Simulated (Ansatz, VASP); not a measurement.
Bi2Se3 in VASP and in Ansatz

```
Bi Se
1.0
     2.15436    1.24382    8.78170
    -2.15436    1.24382    8.78170
     0.00000   -2.48764    8.78170
Bi Se
2 3
Direct
  0.40080 0.40080 0.40080
  0.59920 0.59920 0.59920
  0.00000 0.00000 0.00000
  0.21170 0.21170 0.21170
  0.78830 0.78830 0.78830
```

Change from the starting cell: strain +0.040 along x and y, -0.080 along z, atoms carried along.

Alike in both runs: task single point; functional PBEsol; k mesh 12 × 12 × 12; occupations gaussian, width 0.03 eV; no spin polarisation.

|  | VASP | Ansatz |
| --- | --- | --- |
| version | VASP 6.6.1 | Ansatz 0.2.0 |
| potentials or method | VASP PAW PBE potentials, release 64 (Bi_d, Se), cutoff 520 eV | scalar-relativistic, plane waves, PAW |
| valence electrons in the cell | 48 | 78 |

|  | VASP | Ansatz | Ansatz less VASP |
| --- | --- | --- | --- |
| gap on the k mesh at the Fermi level (eV) | 0.06 | 0.06 | -0.004 |
| least direct gap on the mesh (eV) | 0.20 | 0.20 | -0.004 |
| pressure (GPa) | -0.3 | -0.4 | -0.04 |
| traceless stress, the component that is largest in VASP (GPa) | 2.69 | 2.71 | +0.011 |
| rms of the force components (eV/Å) | 0.099 | 0.094 | -0.0054 |

VASP's potentials were made for PBE, not for PBEsol. Atom by atom the forces differ by 0.006 eV/Å (rms over components). VASP's potentials hold 48 valence electrons a cell and Ansatz's 78, so a difference there can come from the potentials and not from the codes.

Neither program's run includes spin-orbit coupling.
